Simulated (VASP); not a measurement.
# ScSiC3 (P6/mmm) in VASP: a series of runs

ScSiC3 is run at these levels: PBE; tasks: single point.

Everything below comes from runs of VASP 6.6.1. Logs are shortened: lines on timing, memory, paths and dates and some standing lists are left out, and cuts for length are marked.

**1. The cell of the first run**

The structure is hexagonal, space group P6/mmm (No. 191). Conventional cell: a = 3.991 Å, b = 3.991 Å, c = 4.982 Å, α = 90.00°, β = 90.00°, γ = 120.00°. Sc (site symmetry 6/mmm) has 2 Si at 2.49 Å and 12 C at 3.19 Å within 3.3 Å. Si (site symmetry 6/mmm) has 6 C at 2.00 Å and 2 Sc at 2.49 Å within 2.6 Å. C (site symmetry mmm) has 4 C at 2.00 Å and 2 Si at 2.00 Å within 2.6 Å.

**2. Single point, PBE**

Input file INCAR:

```
ALGO = Normal
EDIFF = 1E-7
ENCUT = 520
GGA = PE
ISIF = 2
ISMEAR = 0
LASPH = T
LCHARG = F
LREAL = F
LWAVE = F
NBANDS = 22
NELM = 60
PREC = Accurate
SIGMA = 0.1
```

Input file KPOINTS:

```
k-points
0
Gamma
  6 6 4
```

Input file POSCAR:

```
ScSiC3
1.0
    3.9911797689      0.0000000000      0.0000000000
   -1.9955898844      3.4564630709      0.0000000000
    0.0000000000      0.0000000000      4.9817499481
Sc Si C
1 1 3
Direct
    0.0000000000      0.0000000000      0.5000000000
    0.0000000000      0.0000000000      0.0000000000
    0.5000000000      0.0000000000      0.0000000000
    0.0000000000      0.5000000000      0.0000000000
    0.5000000000      0.5000000000      0.0000000000
```

Potentials or basis: VASP PAW PBE potentials, release 64 (Sc_sv, Si, C).

Command:

```bash
$ cat potpaw_PBE.64/Sc_sv/POTCAR potpaw_PBE.64/Si/POTCAR potpaw_PBE.64/C/POTCAR > POTCAR
$ mpirun -np 1 vasp_std > vasp.out
```

OUTCAR:

```text
EDIFF = 1E-7
   ENCUT = 520
   GGA = PE
   ISIF = 2
   ISMEAR = 0
   LASPH = T
   LREAL = F
   NELM = 60
   PREC = Accurate

 ion  position               nearest neighbor table
   1  0.000  0.000  0.500-   2 2.49   2 2.49
   2  0.000  0.000  0.000-   4 2.00   4 2.00   5 2.00   5 2.00   3 2.00   3 2.00   1 2.49   1 2.49

   3  0.500  0.000  0.000-   5 2.00   5 2.00   4 2.00   4 2.00   2 2.00   2 2.00
   4  0.000  0.500  0.000-   2 2.00   2 2.00   3 2.00   3 2.00   5 2.00   5 2.00
   5  0.500  0.500  0.000-   3 2.00   3 2.00   2 2.00   2 2.00   4 2.00   4 2.00

  LATTYP: Found a hexagonal cell.
 ALAT       =     3.9911797689
 C/A-ratio  =     1.2481898177

  Lattice vectors:

 A1 = (   3.9911797689,   0.0000000000,   0.0000000000)
 A2 = (  -1.9955898844,   3.4564630709,   0.0000000000)
 A3 = (   0.0000000000,   0.0000000000,   4.9817499481)

Analysis of symmetry for initial positions (statically):
=====================================================================
 Subroutine PRICEL returns:
 Original cell was already a primitive cell.

 Routine SETGRP: Setting up the symmetry group for a
 hexagonal supercell.

 Subroutine GETGRP returns: Found 24 space group operations
 (whereof 24 operations were pure point group operations)
 out of a pool of 24 trial point group operations.

The static configuration has the point symmetry D_6h.

Analysis of symmetry for dynamics (positions and initial velocities):
=====================================================================
 Subroutine PRICEL returns:
 Original cell was already a primitive cell.

 Routine SETGRP: Setting up the symmetry group for a
 hexagonal supercell.

 Subroutine GETGRP returns: Found 24 space group operations
 (whereof 24 operations were pure point group operations)
 out of a pool of 24 trial point group operations.

The dynamic configuration has the point symmetry D_6h.

 Subroutine INISYM returns: Found 24 space group operations
 (whereof 24 operations are pure point group operations),
 and found     1 'primitive' translations

----------------------------------------------------------------------------------------

                                     Primitive cell

  volume of cell :      68.7251

  direct lattice vectors                    reciprocal lattice vectors
     3.991179769  0.000000000  0.000000000     0.250552483  0.144656543  0.000000000
    -1.995589884  3.456463071  0.000000000     0.000000000  0.289313087  0.000000000
     0.000000000  0.000000000  4.981749948     0.000000000  0.000000000  0.200732676

  length of vectors
     3.991179769  3.991179769  4.981749948     0.289313087  0.289313087  0.200732676

  position of ions in fractional coordinates (direct lattice)
     0.000000000  0.000000000  0.500000000
     0.000000000  0.000000000  0.000000000
     0.500000000  0.000000000  0.000000000
     1.000000000  0.500000000  0.000000000
     0.500000000  0.500000000  0.000000000

  ion indices of the primitive-cell ions
   primitive index   ion index
                 1           1
                 2           2
                 3           3
                 4           4
                 5           5

----------------------------------------------------------------------------------------

 KPOINTS: k-points

Automatic generation of k-mesh.
 Grid dimensions read from file:
 generate k-points for:    6    6    4

 Generating k-lattice:

  Cartesian coordinates                     Fractional coordinates (reciprocal lattice)
     0.041758747  0.024109424  0.000000000     0.166666667 -0.000000000  0.000000000
     0.000000000  0.048218848  0.000000000     0.000000000  0.166666667  0.000000000
     0.000000000  0.000000000  0.050183169     0.000000000  0.000000000  0.250000000

  Length of vectors
     0.048218848  0.048218848  0.050183169

  Shift w.r.t. Gamma in fractional coordinates (k-lattice)
     0.000000000  0.000000000  0.000000000

 Subroutine IBZKPT returns following result:
 ===========================================

 Found     21 irreducible k-points:

 Following reciprocal coordinates:
            Coordinates               Weight
  0.000000  0.000000  0.000000      1.000000
  0.166667  0.000000  0.000000      6.000000
  0.333333  0.000000  0.000000      6.000000
  0.500000 -0.000000  0.000000      3.000000
  0.166667  0.166667  0.000000      6.000000
  0.333333  0.166667  0.000000     12.000000
[... 13 lines left out ...]
  0.333333  0.166667  0.500000     12.000000
  0.333333  0.333333  0.500000      2.000000
   k-points           NKPTS =     21   k-points in BZ     NKDIM =     21   number of bands    NBANDS=     22
   number of dos      NEDOS =    301   number of ions     NIONS =      5
   total plane-waves  NPLWV =  36000
   dimension x,y,z NGX =    30 NGY =   30 NGZ =   40
   dimension x,y,z NGXF=    60 NGYF=   60 NGZF=   80
   ions per type =               1   1   3
   NGX,Y,Z   is equivalent  to a cutoff of  12.50, 12.50, 13.35 a.u.
   NGXF,Y,Z  is equivalent  to a cutoff of  24.99, 24.99, 26.70 a.u.
 SYSTEM =  unknown system
   PREC   = accura    normal or accurate (medium, high low for compatibility)
   ISTART =      0    job   : 0-new  1-cont  2-samecut
   ICHARG =      2    charge: 1-file 2-atom 10-const
   ISPIN  =      1    spin polarized calculation?
   LNONCOLLINEAR =      F non collinear calculations
   LSORBIT =      F    spin-orbit coupling
   LASPH  =      T    aspherical Exc in radial PAW
   ENCUT  =  520.0 eV  38.22 Ry    6.18 a.u.   7.42  7.42  9.26*2*pi/ulx,y,z
   NELM   =     60;   NELMIN=  2; NELMDL= -5     # of ELM steps
   EDIFF  = 0.1E-06   stopping-criterion for ELM
   LREAL  =      F    real-space projection
   EDIFFG = 0.1E-05   stopping-criterion for IOM
   NSW    =      0    number of steps for IOM
   IBRION =     -1    ionic relax: 0-MD 1-quasi-New 2-CG
   NFREE  =      0    steps in history (QN), initial steepest desc. (CG)
   ISIF   =      2    stress and relaxation
   ISYM   =      2    0-nonsym 1-usesym 2-fastsym
   POTIM  = 0.5000    time-step for ionic-motion
   TEBEG  =    0.0;   TEEND  =   0.0 temperature during run
   PSTRESS=    0.0 pullay stress
   NELECT =      27.0000    total number of electrons
   NUPDOWN=      -1.0000    fix difference up-down
   EMIN   =  10.00;   EMAX   =-10.00  energy-range for DOS
   EFERMI =   0.00;   METHOD = LEGACY
   ISMEAR =     0;   SIGMA  =   0.10  broadening in eV -4-tet -1-fermi 0-gaus
   EFERMI_NEDOS =   21; number of points for ismear=-14 and -15
   IALGO  =     38    algorithm
   IMIX   =      4    mixing-type and parameters
     AMIX     =   0.40;   BMIX     =  1.00
     AMIX_MAG =   1.60;   BMIX_MAG =  1.00
  volume/ion in A,a.u.               =      13.75        92.76
  Fermi-wavevector in a.u.,A,eV,Ry     =   1.199014  2.265809 19.560217  1.437635
  Thomas-Fermi vector in A             =   2.334888
   LORBIT       =      0    0 simple, 1 ext, 2 COOP (PROOUT), +10 PAW based schemes
   GGA     = PE    functional components
   LHFCALC =     F    Hartree Fock is set to
   AEXX    =    0.0000 exact exchange contribution
   IVDW    =     0    specifies the selected vdW correction
   LEPSILON=     F    determine dielectric tensor
   LRPA    =     F    only Hartree local field effects (RPA)
 non-spin polarized calculation
 Gauss-broadening in eV      SIGMA  =   0.10
  energy-cutoff  :      520.00
  volume of cell :       68.73
 maximum number of plane-waves:      1872
 NGX is ok and might be reduce to    30
   NGX = 15   NGY = 15   NGZ = 19

 number of electron      26.9999997 magnetization

 Free energy of the ion-electron system (eV)
  ---------------------------------------------------
  ext. energy  EPLUGINS =         0.00000000
  ---------------------------------------------------
  free energy    TOTEN  =       -27.68357600 eV

  energy without entropy =      -27.66983553  energy(sigma->0) =      -27.67670577

 E-fermi :   5.4692     XC(G=0): -10.2003

 val. band max:        5.4627346403   @ k =   0.5000  -0.0000   0.2500
 cond. band min:       5.4901408162   @ k =   0.5000  -0.0000   0.0000
 fundamental gap:      0.0274061759
 Fermi energy:         5.4692164891

 k-point     1 :       0.0000    0.0000    0.0000
  band No.  band energies     occupation
      1     -44.6390      2.00000
      2     -23.3746      2.00000
      3     -23.3746      2.00000
      4     -23.1089      2.00000
      5     -11.4021      2.00000
      6      -2.1597      2.00000
[... 14 lines left out ...]
     21       9.5242      0.00000
     22      10.8816      0.00000

 k-point     2 :       0.1667    0.0000    0.0000
  band No.  band energies     occupation
      1     -44.6384      2.00000
      2     -23.3833      2.00000
      3     -23.3768      2.00000
      4     -23.1076      2.00000
      5     -11.1138      2.00000
      6      -4.4814      2.00000
[... 14 lines left out ...]
     21       9.5088      0.00000
     22       9.9760      0.00000

 k-point     3 :       0.3333    0.0000    0.0000
  band No.  band energies     occupation
      1     -44.6371      2.00000
      2     -23.4004      2.00000
      3     -23.3811      2.00000
      4     -23.1049      2.00000
      5     -10.2581      2.00000
      6      -6.8630      2.00000
[... 14 lines left out ...]
     21       8.4444      0.00000
     22       9.6807      0.00000

 k-point     4 :       0.5000   -0.0000    0.0000
  band No.  band energies     occupation
      1     -44.6365      2.00000
      2     -23.4090      2.00000
      3     -23.3833      2.00000
      4     -23.1036      2.00000
      5      -9.0650      2.00000
      6      -8.5767      2.00000
[... 14 lines left out ...]
     21       7.9590      0.00000
     22       8.3730      0.00000

 k-point     5 :       0.1667    0.1667    0.0000
  band No.  band energies     occupation
      1     -44.6374      2.00000
      2     -23.3946      2.00000
      3     -23.3817      2.00000
      4     -23.1056      2.00000
      5     -10.5414      2.00000
      6      -5.7833      2.00000
[... 14 lines left out ...]
     21       8.7701      0.00000
     22      10.0491      0.00000

 k-point     6 :       0.3333    0.1667    0.0000
  band No.  band energies     occupation
      1     -44.6365      2.00000
      2     -23.4047      2.00000
      3     -23.3877      2.00000
      4     -23.1036      2.00000
      5      -9.4246      2.00000
      6      -7.6959      2.00000
[... 14 lines left out ...]
     21       8.8694      0.00000
     22       9.3314      0.00000

 k-point     7 :       0.3333    0.3333    0.0000
  band No.  band energies     occupation
      1     -44.6362      2.00000
      2     -23.3988      2.00000
      3     -23.3988      2.00000
      4     -23.1029      2.00000
      5      -8.2398      2.00000
      6      -8.2398      2.00000
[... 249 lines left out ...]
      6      -6.8181      2.00000
[... 14 lines left out ...]
     21       7.7987      0.00000
     22       9.9311      0.00000

 k-point    18 :       0.5000   -0.0000    0.5000
  band No.  band energies     occupation
      1     -44.6363      2.00000
      2     -23.4084      2.00000
      3     -23.3830      2.00000
      4     -23.1133      2.00000
      5      -9.0753      2.00000
      6      -8.4478      2.00000
[... 14 lines left out ...]
     21       8.9804      0.00000
     22       9.1335      0.00000

 k-point    19 :       0.1667    0.1667    0.5000
  band No.  band energies     occupation
      1     -44.6372      2.00000
      2     -23.3941      2.00000
      3     -23.3814      2.00000
      4     -23.1159      2.00000
      5     -10.4601      2.00000
      6      -5.7839      2.00000
[... 14 lines left out ...]
     21       8.2392      0.00000
     22      11.5028      0.00000

 k-point    20 :       0.3333    0.1667    0.5000
  band No.  band energies     occupation
      1     -44.6363      2.00000
      2     -23.4041      2.00000
      3     -23.3873      2.00000
      4     -23.1133      2.00000
      5      -9.3796      2.00000
      6      -7.6461      2.00000
[... 14 lines left out ...]
     21       8.8953      0.00000
     22       9.4706      0.00000

 k-point    21 :       0.3333    0.3333    0.5000
  band No.  band energies     occupation
      1     -44.6360      2.00000
      2     -23.3984      2.00000
      3     -23.3984      2.00000
      4     -23.1124      2.00000
      5      -8.2469      2.00000
      6      -8.2469      2.00000
[... 14 lines left out ...]
     21       9.6458      0.00000
     22       9.8965      0.00000

------------------------ aborting loop because EDIFF is reached ----------------------------------------

  FORCE on cell =-STRESS in cart. coord.  units (eV):
  Direction    XX          YY          ZZ          XY          YZ          ZX
  --------------------------------------------------------------------------------------
  -------------------------------------------------------------------------------------
  Total       -0.0109554     -0.0109554      0.0814946     -0.0000000     -0.0000000     -0.0000000
  in kB       -0.2554018     -0.2554018      1.8998707     -0.0000000     -0.0000000     -0.0000000
  external PRESSURE =       0.4630224 kB  Pullay stress =       0.0000000 kB

 VOLUME and BASIS-vectors are now :
 -----------------------------------------------------------------------------
  energy-cutoff  :      520.00
  volume of cell :       68.73
      direct lattice vectors                 reciprocal lattice vectors
     3.991179769  0.000000000  0.000000000     0.250552483  0.144656543  0.000000000
    -1.995589884  3.456463071  0.000000000     0.000000000  0.289313087  0.000000000
     0.000000000  0.000000000  4.981749948     0.000000000  0.000000000  0.200732676

 POSITION                                       TOTAL-FORCE (eV/Angst)
 -----------------------------------------------------------------------------------
      0.00000      0.00000      2.49087         0.000000      0.000000      0.000000
      0.00000      0.00000      0.00000        -0.000000      0.000000      0.000000
      1.99559      0.00000      0.00000        -0.000000      0.000000      0.000000
     -0.99779      1.72823      0.00000        -0.000000      0.000000      0.000000
      0.99779      1.72823      0.00000        -0.000000      0.000000      0.000000
 -----------------------------------------------------------------------------------
    total drift:                               -0.000000      0.000000      0.000000

  FREE ENERGIE OF THE ION-ELECTRON SYSTEM (eV)
  ---------------------------------------------------
  free  energy   TOTEN  =       -27.6835760024 eV

  energy  without entropy=      -27.6698355285  energy(sigma->0) =      -27.67670577
```

It took 21 s on 1 thread of AMD EPYC 9R45 (Zen 5), shared host; peak memory 0.17 GiB.

Results:

* Free energy: -27.6836 eV
* Pressure: 0.0 GPa

Stress tensor (GPa, compression positive):
```
-0.03  0.00  0.00
 0.00 -0.03  0.00
 0.00  0.00  0.19
```

**3. Single point, PBE**

This run uses another cell than the first one, of 14.12 Å³/atom, 1.027 times its volume.

Input file INCAR:

```
SYSTEM = ScSiC3
ALGO = Normal
EDIFF = 1E-7
ENCUT = 520
GGA = PE
ISIF = 2
ISMEAR = 0
LASPH = .TRUE.
LCHARG = .FALSE.
LREAL = .FALSE.
LWAVE = .FALSE.
NBANDS = 22
NELM = 80
PREC = Accurate
SIGMA = 0.1
```

Input file KPOINTS:

```
k-points
0
G
  6 6 4
  0 0 0
```

POSCAR, as its differences from that of step 2:

```diff
@@ -2,5 +2,5 @@
 1.0
-    3.9911797689      0.0000000000      0.0000000000
-   -1.9955898844      3.4564630709      0.0000000000
-    0.0000000000      0.0000000000      4.9817499481
+    4.4293369000      0.0000000000      0.0000000000
+   -2.2146684500      3.8359182800      0.0000000000
+    0.0000000000      0.0000000000      4.1555541600
 Sc Si C
```

Potentials or basis: VASP PAW PBE potentials, release 64 (Sc_sv, Si, C).

Command:

```bash
$ cat potpaw_PBE.64/Sc_sv/POTCAR potpaw_PBE.64/Si/POTCAR potpaw_PBE.64/C/POTCAR > POTCAR
$ mpirun -np 1 vasp_std > vasp.out
```

OUTCAR:

```text
SYSTEM = ScSiC3
   EDIFF = 1E-7
   ENCUT = 520
   GGA = PE
   ISIF = 2
   ISMEAR = 0
   LASPH = .TRUE.
   LREAL = .FALSE.
   NELM = 80
   PREC = Accurate

 ion  position               nearest neighbor table
   1  0.000  0.000  0.500-   2 2.08   2 2.08
   2  0.000  0.000  0.000-   1 2.08   1 2.08   3 2.21   3 2.21   4 2.21   4 2.21   5 2.21   5 2.21

   3  0.500  0.000  0.000-   2 2.21   2 2.21
   4  0.000  0.500  0.000-   2 2.21   2 2.21
   5  0.500  0.500  0.000-   2 2.21   2 2.21

  LATTYP: Found a hexagonal cell.
 ALAT       =     4.4293369000
 C/A-ratio  =     0.9381887749

  Lattice vectors:

 A1 = (   4.4293369000,   0.0000000000,   0.0000000000)
 A2 = (  -2.2146684500,   3.8359182800,   0.0000000000)
 A3 = (   0.0000000000,   0.0000000000,   4.1555541600)

Analysis of symmetry for initial positions (statically):
=====================================================================
 Subroutine PRICEL returns:
 Original cell was already a primitive cell.
[... 169 lines left out ...]
  free energy    TOTEN  =       -24.61414304 eV

  energy without entropy =      -24.59457455  energy(sigma->0) =      -24.60435880

 E-fermi :   4.7011     XC(G=0): -10.0662

 val. band max:        4.6998403457   @ k =   0.1667  -0.0000   0.0000
 cond. band min:       4.7067467455   @ k =   0.1667   0.1667   0.2500
 fundamental gap:      0.0069063997
 Fermi energy:         4.7010751286

 k-point     1 :       0.0000    0.0000    0.0000
  band No.  band energies     occupation
      1     -44.6997      2.00000
      2     -23.8136      2.00000
      3     -23.3515      2.00000
      4     -23.3515      2.00000
      5      -9.7978      2.00000
      6      -2.5380      2.00000
[... 514 lines left out ...]
     21       8.6839      0.00000
     22       8.7816      0.00000

------------------------ aborting loop because EDIFF is reached ----------------------------------------

  FORCE on cell =-STRESS in cart. coord.  units (eV):
  Direction    XX          YY          ZZ          XY          YZ          ZX
  --------------------------------------------------------------------------------------
  -------------------------------------------------------------------------------------
  Total      -12.0143627    -12.0143627     24.6054848      0.0000000      0.0000000      0.0000000
  in kB     -272.6304201   -272.6304205    558.3486896      0.0000000      0.0000000      0.0000000
  external PRESSURE =       4.3626164 kB  Pullay stress =       0.0000000 kB

 VOLUME and BASIS-vectors are now :
 -----------------------------------------------------------------------------
  energy-cutoff  :      520.00
  volume of cell :       70.61
      direct lattice vectors                 reciprocal lattice vectors
     4.429336900  0.000000000  0.000000000     0.225767428  0.130346885  0.000000000
    -2.214668450  3.835918280  0.000000000     0.000000000  0.260693771  0.000000000
     0.000000000  0.000000000  4.155554160     0.000000000  0.000000000  0.240641792

 POSITION                                       TOTAL-FORCE (eV/Angst)
 -----------------------------------------------------------------------------------
      0.00000      0.00000      2.07778        -0.000000      0.000000      0.000000
      0.00000      0.00000      0.00000        -0.000000      0.000000      0.000000
      2.21467      0.00000      0.00000         0.000000      0.000000      0.000000
     -1.10733      1.91796      0.00000        -0.000000      0.000000      0.000000
      1.10733      1.91796      0.00000         0.000000      0.000000      0.000000
 -----------------------------------------------------------------------------------
    total drift:                               -0.000000     -0.000000     -0.000000

  FREE ENERGIE OF THE ION-ELECTRON SYSTEM (eV)
  ---------------------------------------------------
  free  energy   TOTEN  =       -24.6141430441 eV

  energy  without entropy=      -24.5945745495  energy(sigma->0) =      -24.60435880
```

Run time: 21 s. Hardware: 1 thread of AMD EPYC 9R45 (Zen 5), shared host; peak memory 0.17 GiB.

What came out:

- Free energy: -24.6141 eV
- Pressure: 0.4 GPa

Caveat: the k points lie up to 0.38 Å⁻¹ apart.
